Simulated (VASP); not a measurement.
# InSbH6 (P1) in VASP: single point with PBEsol

Aim: the single point of InSbH6 with PBEsol.

Everything below comes from runs of VASP 6.6.1. Logs are shortened: lines on timing, memory, paths and dates and some standing lists are left out, and cuts for length are marked.

## Step 1: The cell of the first run

The typed cell holds 8 atoms: a = 4.961 Å, b = 4.973 Å, c = 4.974 Å, α = 99.21°, β = 80.79°, γ = 80.80°.

## Step 2: Single point, PBEsol

File INCAR:

```
PREC = Accurate
ENCUT = 520
EDIFF = 1E-6
ISMEAR = -1
SIGMA = 0.05
LREAL = F
LASPH = T
NELM = 60
ALGO = Normal
ISIF = 2
LWAVE = F
LCHARG = T
GGA = PS
LELF = T
LVHAR = T
NBANDS = 22
```

File KPOINTS:

```
Automatic mesh
0
Gamma
  6 4 4
```

File POSCAR:

```
InSbH6
1.0
    4.9460285950      0.0096460924      0.3891360554
    0.5409452710      3.7912575729      3.1717582730
    0.5555374369     -3.7839250590      3.1806711446
In Sb H
1 1 6
Direct
    0.3878300552      0.6385624987      0.6383792199
   -0.0240902974      1.0489736750      1.0485904925
   -0.2584238129      0.9435744849      0.2816459790
    0.0808412811      0.2829283241      1.2821499050
    0.2964129834      0.3347825797      0.7293038147
    0.6931182327      0.7284014514     -0.2716586969
    0.2964975264     -0.2701842050      0.3348673539
    0.7414651499      0.2818569719     -0.0569277358
```

Potentials or basis: VASP PAW PBE potentials, release 64 (In_d, Sb, H).

Command:

```sh
> cat potpaw_PBE.64/In_d/POTCAR potpaw_PBE.64/Sb/POTCAR potpaw_PBE.64/H/POTCAR > POTCAR
> mpirun -np 1 vasp_std > vasp.out
```

OUTCAR:

```text
PREC = Accurate
   ENCUT = 520
   EDIFF = 1E-6
   ISMEAR = -1
   LREAL = F
   LASPH = T
   NELM = 60
   ISIF = 2
   GGA = PS

 ion  position               nearest neighbor table
   1  0.388  0.639  0.638-   7 1.75   6 1.75   5 1.75   2 2.92
   2  0.976  0.049  0.049-   3 1.71   8 1.71   4 1.71   1 2.92
   3  0.742  0.944  0.282-   2 1.71
   4  0.081  0.283  0.282-   2 1.71
   5  0.296  0.335  0.729-   1 1.75
   6  0.693  0.728  0.728-   1 1.75
   7  0.296  0.730  0.335-   1 1.75
   8  0.741  0.282  0.943-   2 1.71

  LATTYP: Found a triclinic cell.
 ALAT       =     4.9742717684
 B/A-ratio  =     1.5228765702
 C/A-ratio  =     0.9973967070
 COS(alpha) =     0.0000684000
 COS(beta)  =     0.1600114804
 COS(gamma) =     0.7616648351

  Lattice vectors:

 A1 = (   0.5555374369,  -3.7839250590,   3.1806711446)
 A2 = (   0.0145921659,  -7.5751826319,   0.0089128716)
 A3 = (   4.9460285950,   0.0096460924,   0.3891360554)

Analysis of symmetry for initial positions (statically):
=====================================================================
 Subroutine PRICEL returns:
 Original cell was already a primitive cell.

 Routine SETGRP: Setting up the symmetry group for a
 triclinic supercell.

 Subroutine GETGRP returns: Found  1 space group operations
 (whereof  1 operations were pure point group operations)
 out of a pool of  2 trial point group operations.

The static configuration has the point symmetry C_1 .

Analysis of symmetry for dynamics (positions and initial velocities):
=====================================================================
 Subroutine PRICEL returns:
 Original cell was already a primitive cell.

 Routine SETGRP: Setting up the symmetry group for a
 triclinic supercell.

 Subroutine GETGRP returns: Found  1 space group operations
 (whereof  1 operations were pure point group operations)
 out of a pool of  2 trial point group operations.

The dynamic configuration has the point symmetry C_1 .

 Subroutine INISYM returns: Found  1 space group operations
 (whereof  1 operations are pure point group operations),
 and found     1 'primitive' translations

----------------------------------------------------------------------------------------

                                     Primitive cell

  volume of cell :     117.3879

  direct lattice vectors                    reciprocal lattice vectors
     4.946028595  0.009646092  0.389136055     0.204965230  0.000353200 -0.035379129
     0.540945271  3.791257573  3.171758273    -0.012804920  0.132172992  0.159477760
     0.555537437 -3.783925059  3.180671145    -0.012307230 -0.131845829  0.159696607

  length of vectors
     4.961322281  4.972555310  4.974271768     0.207996522  0.207525472  0.207455530

  position of ions in fractional coordinates (direct lattice)
     0.387830055  0.638562499  0.638379220
     0.975909703  0.048973675  0.048590492
     0.741576187  0.943574485  0.281645979
     0.080841281  0.282928324  0.282149905
     0.296412983  0.334782580  0.729303815
     0.693118233  0.728401451  0.728341303
     0.296497526  0.729815795  0.334867354
     0.741465150  0.281856972  0.943072264

  ion indices of the primitive-cell ions
   primitive index   ion index
                 1           1
                 2           2
                 3           3
                 4           4
                 5           5
                 6           6
                 7           7
                 8           8

----------------------------------------------------------------------------------------

 KPOINTS: Automatic mesh

Automatic generation of k-mesh.
 Grid dimensions read from file:
 generate k-points for:    6    4    4

 Generating k-lattice:

  Cartesian coordinates                     Fractional coordinates (reciprocal lattice)
     0.034160872  0.000058867 -0.005896522     0.166666667 -0.000000000  0.000000000
    -0.003201230  0.033043248  0.039869440     0.000000000  0.250000000  0.000000000
    -0.003076807 -0.032961457  0.039924152    -0.000000000 -0.000000000  0.250000000

  Length of vectors
     0.034666087  0.051881368  0.051863882

  Shift w.r.t. Gamma in fractional coordinates (k-lattice)
     0.000000000  0.000000000  0.000000000

 Subroutine IBZKPT returns following result:
 ===========================================

 Found     52 irreducible k-points:

 Following reciprocal coordinates:
            Coordinates               Weight
  0.000000  0.000000  0.000000      1.000000
  0.166667  0.000000 -0.000000      2.000000
  0.333333  0.000000  0.000000      2.000000
  0.500000  0.000000 -0.000000      1.000000
  0.000000  0.250000  0.000000      2.000000
  0.166667  0.250000  0.000000      2.000000
[... 16 lines left out ...]
  0.333333  0.250000  0.250000      2.000000
  0.500000  0.250000  0.250000      2.000000
 [... further k-points ...]
   k-points           NKPTS =     52   k-points in BZ     NKDIM =     52   number of bands    NBANDS=     22
   number of dos      NEDOS =    301   number of ions     NIONS =      8
   total plane-waves  NPLWV =  64000
   dimension x,y,z NGX =    40 NGY =   40 NGZ =   40
   dimension x,y,z NGXF=    80 NGYF=   80 NGZF=   80
   ions per type =               1   1   6
   NGX,Y,Z   is equivalent  to a cutoff of  13.40, 13.37, 13.37 a.u.
   NGXF,Y,Z  is equivalent  to a cutoff of  26.81, 26.75, 26.74 a.u.
 SYSTEM =  unknown system
   PREC   = accura    normal or accurate (medium, high low for compatibility)
   ISTART =      0    job   : 0-new  1-cont  2-samecut
   ICHARG =      2    charge: 1-file 2-atom 10-const
   ISPIN  =      1    spin polarized calculation?
   LNONCOLLINEAR =      F non collinear calculations
   LSORBIT =      F    spin-orbit coupling
   LASPH  =      T    aspherical Exc in radial PAW
   ENCUT  =  520.0 eV  38.22 Ry    6.18 a.u.   9.22  9.25  9.25*2*pi/ulx,y,z
   NELM   =     60;   NELMIN=  2; NELMDL= -5     # of ELM steps
   EDIFF  = 0.1E-05   stopping-criterion for ELM
   LREAL  =      F    real-space projection
   EDIFFG = 0.1E-04   stopping-criterion for IOM
   NSW    =      0    number of steps for IOM
   IBRION =     -1    ionic relax: 0-MD 1-quasi-New 2-CG
   NFREE  =      0    steps in history (QN), initial steepest desc. (CG)
   ISIF   =      2    stress and relaxation
   ISYM   =      2    0-nonsym 1-usesym 2-fastsym
   POTIM  = 0.5000    time-step for ionic-motion
   TEBEG  =    0.0;   TEEND  =   0.0 temperature during run
   PSTRESS=    0.0 pullay stress
   NELECT =      24.0000    total number of electrons
   NUPDOWN=      -1.0000    fix difference up-down
   EMIN   =  10.00;   EMAX   =-10.00  energy-range for DOS
   EFERMI =   0.00;   METHOD = LEGACY
   ISMEAR =    -1;   SIGMA  =   0.05  broadening in eV -4-tet -1-fermi 0-gaus
   EFERMI_NEDOS =   21; number of points for ismear=-14 and -15
   IALGO  =     38    algorithm
   IMIX   =      4    mixing-type and parameters
     AMIX     =   0.40;   BMIX     =  1.00
     AMIX_MAG =   1.60;   BMIX_MAG =  1.00
  volume/ion in A,a.u.               =      14.67        99.02
  Fermi-wavevector in a.u.,A,eV,Ry     =   0.964430  1.822509 12.655127  0.930126
  Thomas-Fermi vector in A             =   2.094061
   LORBIT       =      0    0 simple, 1 ext, 2 COOP (PROOUT), +10 PAW based schemes
   GGA     = PS    functional components
   LHFCALC =     F    Hartree Fock is set to
   AEXX    =    0.0000 exact exchange contribution
   IVDW    =     0    specifies the selected vdW correction
   LEPSILON=     F    determine dielectric tensor
   LRPA    =     F    only Hartree local field effects (RPA)
 non-spin polarized calculation
  energy-cutoff  :      520.00
  volume of cell :      117.39
 maximum number of plane-waves:      3182
 NGX is ok and might be reduce to    40
   NGX = 19   NGY = 19   NGZ = 19

 number of electron      23.9999995 magnetization

 Free energy of the ion-electron system (eV)
  ---------------------------------------------------
  ext. energy  EPLUGINS =         0.00000000
  ---------------------------------------------------
  free energy    TOTEN  =       -24.77147417 eV

  energy without entropy =      -24.77147417  energy(sigma->0) =      -24.77147417

 E-fermi :   1.2279     XC(G=0):  -7.9955

 val. band max:        0.1298480936   @ k =  -0.3333  -0.0000   0.2500
 cond. band min:       3.5965116388   @ k =   0.5000   0.5000   0.5000
 fundamental gap:      3.4666635452
 Fermi energy:         1.2279243175

 k-point     1 :       0.0000    0.0000    0.0000
  band No.  band energies     occupation
      1     -12.3898      2.00000
      2     -12.2853      2.00000
      3     -12.2846      2.00000
      4     -12.1623      2.00000
      5     -12.1622      2.00000
      6      -9.1178      2.00000
[... 14 lines left out ...]
     21      10.1536      0.00000
     22      10.1805      0.00000

 k-point     2 :       0.1667    0.0000   -0.0000
  band No.  band energies     occupation
      1     -12.3908      2.00000
      2     -12.2847      2.00000
      3     -12.2818      2.00000
      4     -12.1628      2.00000
      5     -12.1627      2.00000
      6      -9.0540      2.00000
[... 14 lines left out ...]
     21      10.0737      0.00000
     22      10.1836      0.00000

 k-point     3 :       0.3333    0.0000    0.0000
  band No.  band energies     occupation
      1     -12.3928      2.00000
      2     -12.2848      2.00000
      3     -12.2750      2.00000
      4     -12.1639      2.00000
      5     -12.1637      2.00000
      6      -8.9133      2.00000
[... 14 lines left out ...]
     21       9.8866      0.00000
     22      10.0855      0.00000

 k-point     4 :       0.5000    0.0000   -0.0000
  band No.  band energies     occupation
      1     -12.3937      2.00000
      2     -12.2848      2.00000
      3     -12.2717      2.00000
      4     -12.1645      2.00000
      5     -12.1641      2.00000
      6      -8.8348      2.00000
[... 14 lines left out ...]
     21       9.3554      0.00000
     22       9.9778      0.00000

 k-point     5 :       0.0000    0.2500    0.0000
  band No.  band energies     occupation
      1     -12.3918      2.00000
      2     -12.2852      2.00000
      3     -12.2781      2.00000
      4     -12.1633      2.00000
      5     -12.1632      2.00000
      6      -8.9876      2.00000
[... 14 lines left out ...]
     21      10.0807      0.00000
     22      10.4147      0.00000

 k-point     6 :       0.1667    0.2500    0.0000
  band No.  band energies     occupation
      1     -12.3939      2.00000
      2     -12.2828      2.00000
      3     -12.2767      2.00000
      4     -12.1641      2.00000
      5     -12.1638      2.00000
      6      -8.9547      2.00000
[... 14 lines left out ...]
     21       9.6388      0.00000
     22      10.1893      0.00000

 k-point     7 :       0.3333    0.2500   -0.0000
  band No.  band energies     occupation
      1     -12.3969      2.00000
      2     -12.2809      2.00000
      3     -12.2717      2.00000
      4     -12.1655      2.00000
      5     -12.1648      2.00000
      6      -8.8416      2.00000
[... 324 lines left out ...]
      6      -8.9132      2.00000
[... 14 lines left out ...]
     21       9.5174      0.00000
     22      10.3190      0.00000

 k-point    21 :       0.0000    0.2500    0.2500
  band No.  band energies     occupation
      1     -12.3940      2.00000
      2     -12.2822      2.00000
      3     -12.2746      2.00000
      4     -12.1644      2.00000
      5     -12.1642      2.00000
      6      -8.8539      2.00000
[... 14 lines left out ...]
     21       9.2952      0.00000
     22      10.4511      0.00000

 k-point    22 :       0.1667    0.2500    0.2500
  band No.  band energies     occupation
      1     -12.3945      2.00000
      2     -12.2784      2.00000
      3     -12.2745      2.00000
      4     -12.1653      2.00000
      5     -12.1652      2.00000
      6      -8.8448      2.00000
[... 14 lines left out ...]
     21       9.8059      0.00000
     22      10.9682      0.00000

 k-point    23 :       0.3333    0.2500    0.2500
  band No.  band energies     occupation
      1     -12.3983      2.00000
      2     -12.2744      2.00000
      3     -12.2711      2.00000
      4     -12.1666      2.00000
      5     -12.1665      2.00000
      6      -8.7610      2.00000
[... 14 lines left out ...]
     21      10.1903      0.00000
     22      11.2676      0.00000

 k-point    24 :       0.5000    0.2500    0.2500
  band No.  band energies     occupation
      1     -12.4015      2.00000
      2     -12.2745      2.00000
      3     -12.2676      2.00000
      4     -12.1669      2.00000
      5     -12.1667      2.00000
      6      -8.6819      2.00000
[... 14 lines left out ...]
     21       9.9144      0.00000
     22      10.5398      0.00000

 [... further k-points ...]
[... 5 lines left out ...]
  --------------------------------------------------------------------------------------
  -------------------------------------------------------------------------------------
  Total        0.0723219      0.1100839      0.0663897     -0.0004952     -0.0030279      0.0349873
  in kB        0.9870906      1.5024874      0.9061242     -0.0067588     -0.0413272      0.4775273
  external PRESSURE =       1.1319008 kB  Pullay stress =       0.0000000 kB

 VOLUME and BASIS-vectors are now :
 -----------------------------------------------------------------------------
  energy-cutoff  :      520.00
  volume of cell :      117.39
      direct lattice vectors                 reciprocal lattice vectors
     4.946028595  0.009646092  0.389136055     0.204965230  0.000353200 -0.035379129
     0.540945271  3.791257573  3.171758273    -0.012804920  0.132172992  0.159477760
     0.555537437 -3.783925059  3.180671145    -0.012307230 -0.131845829  0.159696607

 POSITION                                       TOTAL-FORCE (eV/Angst)
 -----------------------------------------------------------------------------------
      2.61829      0.00912      4.20676        -0.011052     -0.002135      0.004554
      4.88036      0.01122      0.68964         0.104432      0.000300     -0.157189
      4.33474      2.51876      4.17719        -0.068137     -0.084545      0.023427
      0.70964      0.00580      1.82626         0.046049     -0.000136      0.103106
      2.05232     -1.48752      3.49687         0.003174      0.008871      0.003129
      4.22683      0.01225      4.89664        -0.008717     -0.000072     -0.000955
      2.04731      1.50267      3.49528         0.001916     -0.005789      0.001119
      4.34369     -2.49277      4.18212        -0.067666      0.083506      0.022809
 -----------------------------------------------------------------------------------
    total drift:                                0.000093      0.000043      0.000747

  FREE ENERGIE OF THE ION-ELECTRON SYSTEM (eV)
  ---------------------------------------------------
  free  energy   TOTEN  =       -24.7714741737 eV

  energy  without entropy=      -24.7714741736  energy(sigma->0) =      -24.77147417
```

It took 2 min on 1 thread of Oxide Virtual Turin-like, shared host; peak memory 0.29 GiB.

What came out:

- Free energy: -24.7715 eV
- Pressure: 0.1 GPa
- Largest force: 0.189 eV/Å
- Band gap on the k mesh: 3.47 eV, indirect (least direct gap 3.77 eV)

Forces on the atoms (eV/Å):
```
In  -0.011 -0.002  0.005
Sb   0.104  0.000 -0.157
H   -0.068 -0.085  0.023
H    0.046  0.000  0.103
H    0.003  0.009  0.003
H   -0.009  0.000 -0.001
H    0.002 -0.006  0.001
H   -0.068  0.084  0.023
```

Levels at points of the mesh, in eV from the valence-band top:
```
           k point  band 10  band 11  band 12  band 13  band 14  band 15
(0.00, 0.00, 0.00)    -1.29    -0.07    -0.07     4.01     4.01     5.24
(0.50, 0.00, 0.00)    -1.28    -0.53    -0.21     3.99     4.57     5.27
(0.00, 0.50, 0.00)    -1.27    -0.52    -0.21     3.99     4.57     5.27
(0.50, 0.50, 0.00)    -1.86    -0.41    -0.08     3.74     4.75     4.80
(0.00, 0.00, 0.50)    -1.26    -0.52    -0.21     3.99     4.57     5.27
(0.50, 0.00, 0.50)    -1.86    -0.40    -0.08     3.74     4.75     4.81
(0.00, 0.50, 0.50)    -1.84    -0.39    -0.08     3.76     4.74     4.81
(0.50, 0.50, 0.50)    -1.88    -1.88    -1.52     3.47     6.27     6.42
```

Caveat: the PAW data sets were made with another functional, which shifts forces and pressure a little; spin-orbit coupling is left out, which moves the levels of the heavy elements. A k mesh can miss the band edges.
